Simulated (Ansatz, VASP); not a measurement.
## Two plane-wave programs on SnSe

The input INCAR:

```
SYSTEM = SnSe
ALGO     = Normal         ! electronic algorithm
EDIFF    = 1E-6           ! SCF threshold, eV
EDIFFG   = -0.04          ! ionic threshold
ENCUT    = 600            ! plane-wave cutoff, eV
GGA      = PE             ! functional
IBRION   = 2              ! ionic algorithm
ISIF     = 3              ! what is computed and relaxed
ISMEAR   = 0              ! smearing method
LASPH    = .TRUE.         ! aspherical terms in the spheres
LCHARG   = .FALSE.        ! write CHGCAR
LREAL    = .FALSE.        ! projectors in reciprocal space
LWAVE    = .FALSE.        ! write WAVECAR
NELM     = 80             ! most SCF steps
NSW      = 90             ! ionic steps
PREC     = Accurate       ! precision mode
SIGMA    = 0.1            ! smearing width, eV
```

File KPOINTS:

```
k-points
0
G
  6 6 4
  0 0 0
```

The input POSCAR:

```
SnSe
1.0
    3.4470145500      0.0000000000      0.0000000000
   -1.7235072800      2.9852021700      0.0000000000
    0.0000000000      0.0000000000      6.5011862100
Sn Se
1 1
Direct
    0.0000000000      0.0000000000      0.0000000000
    0.0000000000      0.0000000000      0.5000000000
```

Input for Ansatz:

```yaml
crystal:
  lattice:
    - [3.44701455, 0.0, 0.0]
    - [-1.72350728, 2.98520217, 0.0]
    - [0.0, 0.0, 6.50118621]
  atoms:
    - { symbol: Sn, position: [0.0, 0.0, 0.0] }
    - { symbol: Se, position: [0.0, 0.0, 0.5] }
basis:
  ecutwfc: 420
kpoints:
  mp_grid: { grid: [6, 6, 4] }
hamiltonian:
  xc: pbe
scf:
  occupations: { method: gaussian, width: 0.1 }
  lower_state_search: "off"
output:
  forces: true
  stress: true
  eigenvalues: true
relax:
  adjacent_minimum: "off"
  f_tol: 0.04
  max_steps: 70
  cell: { stress_tol: 0.4 }
```

Alike in both runs: task relaxation of cell and atoms; functional PBE; k mesh 6 × 6 × 4; occupations gaussian, width 0.1 eV; no spin polarisation.

|  | VASP | Ansatz |
| --- | --- | --- |
| version | VASP 6.6.1 | Ansatz 0.2.0 |
| potentials or method | VASP PAW PBE potentials, release 64 (Sn_d, Se), cutoff 600 eV | scalar-relativistic, plane waves, PAW |
| valence electrons in the cell | 20 | 30 |

|  | VASP | Ansatz | Ansatz less VASP |
| --- | --- | --- | --- |
| gap on the k mesh at the Fermi level, each at its own relaxed structure (eV) | none | none | - |
| relaxed volume (Å³/atom) | 25.60 | 25.62 | +0.015 |
| relaxed cell length with the largest relative difference (Å) | 5.653 | 5.638 | -0.0155 |

A gap of «none» marks a metal or a gap that the smearing closes. VASP's potentials hold 20 valence electrons a cell and Ansatz's 30, so a difference there can come from the potentials and not from the codes.

Noted on VASP's run: the volume moved by over 15 % at a fixed basis, so the end points are rough.
